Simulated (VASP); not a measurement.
# H22CO11 in VASP: a series of runs

Runs on H22CO11. Level: PBE+D3(BJ). Tasks: single point.

Program: VASP 6.6.1. These are calculated values, not measurements. Logs are shortened: lines on timing, memory, paths and dates and some standing lists are left out, and cuts for length are marked.

## 1. The cell of the first run

The cell holds a disordered packing, 34 atoms: a = 7.120 Å, b = 7.120 Å, c = 7.120 Å, α = 90.00°, β = 90.00°, γ = 90.00°.

## 2. Single point, PBE+D3(BJ)

The input, INCAR:

```
ALGO = Normal
EDIFF = 1E-6
ENCUT = 1000
GGA = PE
GGA_COMPAT = False
ISIF = 2
ISMEAR = -1
IVDW = 12
LASPH = True
LCHARG = True
LELF = True
LREAL = Auto
LVHAR = True
LWAVE = False
NBANDS = 69
NELM = 120
PREC = Accurate
SIGMA = 0.02
```

The input, KPOINTS:

```
k-points
0
Gamma
  1 1 1
```

The input, POSCAR:

```
H22CO11
1.0
    7.1203670000      0.0000000000      0.0000000000
    0.0000000000      7.1203670000      0.0000000000
    0.0000000000      0.0000000000      7.1203670000
O H C
11 22 1
Direct
    0.5509828356      0.1441217847      0.4723773367
    0.0985482911      0.6229454184      0.3869744354
    0.5303799650      0.9000659657      0.9497122831
    0.8824685582      0.5857563241      0.9960722530
    0.4772506810      0.5776247207      0.2763200268
    0.3752194234      0.4033780843      0.7947624048
    0.2983694520      1.0615604505      0.2381899697
    0.7202156855      0.8322745162      0.6508091507
    0.7634157060      0.8607842826      0.2351423740
    0.2564474556      0.7474333837      0.8276118352
   -0.0915121369      0.2299319684      0.6911160619
    0.2477400392      0.3504594637     -0.2109582273
    0.5576117074      0.0974809304      0.3449400853
    0.0192405813      0.5523310807      0.3019366839
    0.2226289740      0.5656169127      0.3743767702
    0.4789640759      1.0151302594      1.0041476795
   11.7573434066     13.5278841666     -1.0007911109
    0.8721601007      0.7017896690      1.0824582497
    1.4016131472      0.8388050784      0.8956701249
    0.5065750122      0.4448927984      0.2603798372
    0.4314665241      0.6229173300      0.1551886300
    0.4413255665      0.3312329266      0.6976747126
    0.3041556706      0.6235352756      0.7868414648
    0.2564474556      0.9494313987      0.3046472183
    0.1955376738      1.1481571104      0.2601972623
    0.6601204685      0.8892238279      0.7689772170
    0.6187742851      0.7515623844      0.6041121195
    0.6792065634      0.8830584154      0.1250918668
    0.6863972040      0.7757043984      0.3098997566
    0.1116234599      0.7466188189      0.7906755368
    0.6629995336      1.0938902447      0.5350145575
   -0.1375631340      0.5214197527      0.7047249109
   -0.1570424671      0.2712641076      0.5786639930
   -1.0808291202     -0.3450103064      0.7646235089
```

Potentials or basis: VASP PAW PBE potentials, release 64 (O_h, H_h, C_h).

Command:

```sh
> cat potpaw_PBE.64/O_h/POTCAR potpaw_PBE.64/H_h/POTCAR potpaw_PBE.64/C_h/POTCAR > POTCAR
> mpirun -np 1 vasp_gam > vasp.out
```

OUTCAR:

```text
EDIFF = 1E-6
   ENCUT = 1000
   GGA = PE
   ISIF = 2
   ISMEAR = -1
   IVDW = 12
   LASPH = True
   LREAL = Auto
   NELM = 120
   PREC = Accurate
 IVDW          = 12

 ion  position               nearest neighbor table
   1  0.551  0.144  0.472-  13 0.97  31 0.98
   2  0.099  0.623  0.387-  14 0.97  15 0.98
   3  0.530  0.900  0.950-  16 0.98  19 1.09
   4  0.882  0.586  0.996-  17 0.98  18 1.03
   5  0.477  0.578  0.276-  20 0.97  21 0.98
   6  0.375  0.403  0.795-  22 0.98  12 0.98
   7  0.298  0.062  0.238-  25 0.97  24 0.97
   8  0.720  0.832  0.651-  27 0.98  26 1.03
   9  0.763  0.861  0.235-  29 0.98  28 1.00
  10  0.256  0.747  0.828-  23 0.99  30 1.06
  11  0.908  0.230  0.691-  33 0.97
  12  0.248  0.350  0.789-   6 0.98
  13  0.558  0.097  0.345-   1 0.97
  14  0.019  0.552  0.302-   2 0.97
  15  0.223  0.566  0.374-   2 0.98
  16  0.479  0.015  0.004-   3 0.98
[... 16 lines left out ...]
  33  0.843  0.271  0.579-  11 0.97
  34  0.919  0.655  0.765-  32 1.12

  LATTYP: Found a simple cubic cell.
 ALAT       =     7.1203670000

  Lattice vectors:

 A1 = (   7.1203670000,   0.0000000000,   0.0000000000)
 A2 = (   0.0000000000,   7.1203670000,   0.0000000000)
 A3 = (   0.0000000000,   0.0000000000,   7.1203670000)

Analysis of symmetry for initial positions (statically):
=====================================================================
 Subroutine PRICEL returns:
 Original cell was already a primitive cell.

 Routine SETGRP: Setting up the symmetry group for a
 simple cubic supercell.

 Subroutine GETGRP returns: Found  1 space group operations
 (whereof  1 operations were pure point group operations)
 out of a pool of 48 trial point group operations.

The static configuration has the point symmetry C_1 .

Analysis of symmetry for dynamics (positions and initial velocities):
=====================================================================
 Subroutine PRICEL returns:
 Original cell was already a primitive cell.

 Routine SETGRP: Setting up the symmetry group for a
 simple cubic supercell.

 Subroutine GETGRP returns: Found  1 space group operations
 (whereof  1 operations were pure point group operations)
 out of a pool of 48 trial point group operations.

The dynamic configuration has the point symmetry C_1 .

 Subroutine INISYM returns: Found  1 space group operations
[... 138 lines left out ...]
   LREAL  =      T    real-space projection
   EDIFFG = 0.1E-04   stopping-criterion for IOM
   NSW    =      0    number of steps for IOM
   IBRION =     -1    ionic relax: 0-MD 1-quasi-New 2-CG
   NFREE  =      0    steps in history (QN), initial steepest desc. (CG)
   ISIF   =      2    stress and relaxation
   ISYM   =      2    0-nonsym 1-usesym 2-fastsym
   POTIM  = 0.5000    time-step for ionic-motion
   TEBEG  =    0.0;   TEEND  =   0.0 temperature during run
   PSTRESS=    0.0 pullay stress
   NELECT =      92.0000    total number of electrons
   NUPDOWN=      -1.0000    fix difference up-down
   EMIN   =  10.00;   EMAX   =-10.00  energy-range for DOS
   EFERMI =   0.00;   METHOD = LEGACY
   ISMEAR =    -1;   SIGMA  =   0.02  broadening in eV -4-tet -1-fermi 0-gaus
   EFERMI_NEDOS =   21; number of points for ismear=-14 and -15
   IALGO  =     38    algorithm
   IMIX   =      4    mixing-type and parameters
     AMIX     =   0.40;   BMIX     =  1.00
     AMIX_MAG =   1.60;   BMIX_MAG =  1.00
  volume/ion in A,a.u.               =      10.62        71.65
  Fermi-wavevector in a.u.,A,eV,Ry     =   1.037931  1.961405 14.657561  1.077300
  Thomas-Fermi vector in A             =   2.172391
   LORBIT       =      0    0 simple, 1 ext, 2 COOP (PROOUT), +10 PAW based schemes
   GGA     = PE    functional components
   LHFCALC =     F    Hartree Fock is set to
   AEXX    =    0.0000 exact exchange contribution
   IVDW    =    12    specifies the selected vdW correction
   LEPSILON=     F    determine dielectric tensor
   LRPA    =     F    only Hartree local field effects (RPA)
 non-spin polarized calculation
  energy-cutoff  :     1000.00
  volume of cell :      361.00
 maximum number of plane-waves:     12911
 NGX is ok and might be reduce to    80
   NGX = 37   NGY = 37   NGZ = 37

 number of electron      92.0000003 magnetization

 Free energy of the ion-electron system (eV)
  ---------------------------------------------------
  ext. energy  EPLUGINS =         0.00000000
  ---------------------------------------------------
  free energy    TOTEN  =      -161.59384179 eV

  energy without entropy =     -161.59384179  energy(sigma->0) =     -161.59384179

 E-fermi :  -0.4186     XC(G=0):  -6.7128

 val. band max:       -0.8418932001   @ k =   0.0000   0.0000   0.0000
 cond. band min:       0.0061448421   @ k =   0.0000   0.0000   0.0000
 fundamental gap:      0.8480380422
 Fermi energy:        -0.4186124405

 k-point     1 :       0.0000    0.0000    0.0000
  band No.  band energies     occupation
      1     -24.4580      2.00000
      2     -23.1235      2.00000
      3     -22.8387      2.00000
      4     -22.2777      2.00000
      5     -22.1956      2.00000
      6     -22.0735      2.00000
[... 50 lines left out ...]
     57       5.7750      0.00000
     58       5.8267      0.00000
 [bands above 58 left out]

------------------------ aborting loop because EDIFF is reached ----------------------------------------

 Edisp (eV)   -1.18708

 E8    (eV) :    -0.2497

  FORCE on cell =-STRESS in cart. coord.  units (eV):
  Direction    XX          YY          ZZ          XY          YZ          ZX
  --------------------------------------------------------------------------------------
  -------------------------------------------------------------------------------------
  Total       1.34114    -1.03849    -1.82275     0.78997     0.81499     1.26045
  in kB       5.95220    -4.60897    -8.08966     3.50600     3.61706     5.59407
  external pressure =       -2.25 kB  Pullay stress =        0.00 kB

 VOLUME and BASIS-vectors are now :
 -----------------------------------------------------------------------------
  energy-cutoff  :     1000.00
  volume of cell :      361.00
      direct lattice vectors                 reciprocal lattice vectors
     7.120367000  0.000000000  0.000000000     0.140442199  0.000000000  0.000000000
     0.000000000  7.120367000  0.000000000     0.000000000  0.140442199  0.000000000
     0.000000000  0.000000000  7.120367000     0.000000000  0.000000000  0.140442199

 POSITION                                       TOTAL-FORCE (eV/Angst)
 -----------------------------------------------------------------------------------
      3.92320      1.02620      3.36350         0.462547      0.592037      0.632735
      0.70170      4.43560      2.75540        -0.078343      0.111864      0.065677
      3.77650      6.40880      6.76230         0.104076      0.536258      0.174715
      6.28350      4.17080      7.09240        -0.354026      0.805871     -0.853684
      3.39820      4.11290      1.96750         0.119048     -0.127721     -0.058383
      2.67170      2.87220      5.65900        -0.077781     -0.661303     -0.213715
[... 26 lines left out ...]
      6.00217      1.93150      4.12030         0.198590      0.069270     -0.094940
      6.54483      4.66377      5.44440        -0.617419     -0.247582      0.473161
 -----------------------------------------------------------------------------------
    total drift:                               -0.008184      0.004136      0.000036

  FREE ENERGIE OF THE ION-ELECTRON SYSTEM (eV)
  ---------------------------------------------------
  free  energy   TOTEN  =      -162.7809251907 eV

  energy  without entropy=     -162.7809251896  energy(sigma->0) =     -162.78092519
```

OSZICAR:

```text
N       E                     dE             d eps       ncg     rms          rms(c)
DAV:   1     0.119777192939E+04    0.11978E+04   -0.69511E+04   138   0.207E+03
DAV:   2     0.715845159067E+02   -0.11262E+04   -0.10649E+04   183   0.351E+02
DAV:   3    -0.169050779005E+03   -0.24064E+03   -0.23702E+03   180   0.169E+02
[... 11 lines left out ...]
DAV:  15    -0.161593947237E+03   -0.12811E-03   -0.12038E-03   148   0.974E-02    0.836E-02
DAV:  16    -0.161593837078E+03    0.11016E-03   -0.62715E-04   180   0.457E-02    0.175E-02
DAV:  17    -0.161593843576E+03   -0.64973E-05   -0.12611E-04   156   0.291E-02    0.155E-02
DAV:  18    -0.161593841823E+03    0.17522E-05   -0.26014E-05   148   0.143E-02    0.286E-03
DAV:  19    -0.161593841795E+03    0.28642E-07   -0.16894E-06   148   0.604E-03
   1 F= -.16278093E+03 E0= -.16278093E+03  d E =-.110225E-08
```

stdout:

```text
POSCAR found type information on POSCAR O H C
 POSCAR found :  3 types and      34 ions
 scaLAPACK will be used
 LDA part: xc-table for (Slater+PW92), standard interpolation
 POSCAR, INCAR and KPOINTS ok, starting setup
 FFT: planning ... GRIDC
 FFT: planning ... GRID_SOFT
 FFT: planning ... GRID
 WAVECAR not read
 entering main loop
```

Run time: 89 s. Hardware: 1 thread of Intel Xeon 6975P-C (Granite Rapids), shared host; peak memory 0.88 GiB.

Results:

- Free energy: -162.7809 eV
- Pressure: -0.2 GPa
- Largest force: 1.226 eV/Å
- Band gap on the k mesh: 0.85 eV
- Dispersion energy per atom: -0.035 eV

Forces in eV/Å, atoms in the order of the input:
```
O    0.463  0.592  0.633
O   -0.078  0.112  0.066
O    0.104  0.536  0.175
O   -0.354  0.806 -0.854
O    0.119 -0.128 -0.058
O   -0.078 -0.661 -0.214
O   -0.564 -0.180 -0.533
O    0.449 -0.794  0.665
O    0.377 -0.277 -0.602
O    0.211 -0.011 -0.166
O   -0.030  0.537  0.226
H    0.000 -0.065 -0.046
H   -0.197 -0.126  0.072
H    0.029 -0.084  0.033
H    0.036  0.071  0.044
H    0.003  0.072 -0.062
H    0.115 -0.243 -0.042
H   -0.179  0.035  0.015
H   -0.013 -0.014  0.006
H   -0.074 -0.047  0.108
H   -0.018 -0.074 -0.027
H    0.041 -0.005 -0.016
H    0.004 -0.031  0.043
H   -0.023 -0.006 -0.001
H   -0.007  0.028  0.014
H    0.039  0.034  0.024
H   -0.018  0.001  0.051
H   -0.074  0.006  0.016
H    0.098 -0.032  0.037
H   -0.018 -0.023  0.009
H    0.123  0.155 -0.019
H   -0.067 -0.002  0.024
H    0.199  0.069 -0.095
C   -0.617 -0.248  0.473
```

Caveat: the k points lie up to 0.88 Å⁻¹ apart, too coarse for converged energies, forces and pressures; the atoms stand as in a frame of molecular dynamics.

[end of part 1 of 3]
